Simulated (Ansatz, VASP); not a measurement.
Two plane-wave programs on Cu

File INCAR:

```
ALGO = Normal
EDIFF = 1E-6
ENCUT = 820
GGA = CA
GGA_COMPAT = F
ISIF = 2
ISMEAR = -1
LASPH = T
LCHARG = F
LREAL = F
LWAVE = F
NBANDS = 26
NELM = 120
PREC = Accurate
SIGMA = 0.05
```

File KPOINTS:

```
k-points
0
Gamma
  13 13 7
```

POSCAR

```
Cu
1.0
    2.5170887973      0.0000000000      0.0000000000
   -1.2585443937      2.1798628402      0.0000000000
    0.0000000000      0.0000000000      4.0849690207
Cu
2
Direct
    0.3333333333      0.6666666667      0.2500000000
    0.6666666667      0.3333333333      0.7500000000
```

Input for Ansatz:

```yaml
crystal:
  lattice:
    - [2.517088797341571, 0.0, 0.0]
    - [-1.2585443937043437, 2.179862840225991, 0.0]
    - [0.0, 0.0, 4.0849690206853175]
  atoms:
    - { symbol: Cu, position: [0.3333333333333333, 0.6666666666666666, 0.25] }
    - { symbol: Cu, position: [0.6666666666666666, 0.3333333333333333, 0.75] }
basis:
  ecutwfc: 510.0
kpoints:
  mp_grid:
    grid: [13, 13, 7]
hamiltonian:
  xc: lda
scf:
  convergence:
    dr2_threshold: 1.0e-10
  occupations:
    method: fermi_dirac
    width: 0.05
output:
  stress: true
```

Alike in both runs: task single point; functional LDA; k mesh 13 × 13 × 7; occupations fermi-dirac, width 0.05 eV; no spin polarisation.

```csv
,VASP,Ansatz
version,VASP 6.6.1,Ansatz 0.2.0
potentials or method,"VASP PAW LDA potentials, release 64 (Cu_sv_GW), cutoff 820 eV","plane waves, PAW"
valence electrons in the cell,38,38
```

Ansatz gave:

- pressure (GPa): -5.1
- traceless stress, the component that is largest in VASP (GPa): 2.49

Question: Which values does VASP return?

Answer: Pressure (GPa): -5.9; traceless stress, the component that is largest in VASP (GPa): 2.49.

LDA's correlation is that of Perdew and Zunger in VASP and of Perdew and Wang (1992) in Ansatz.
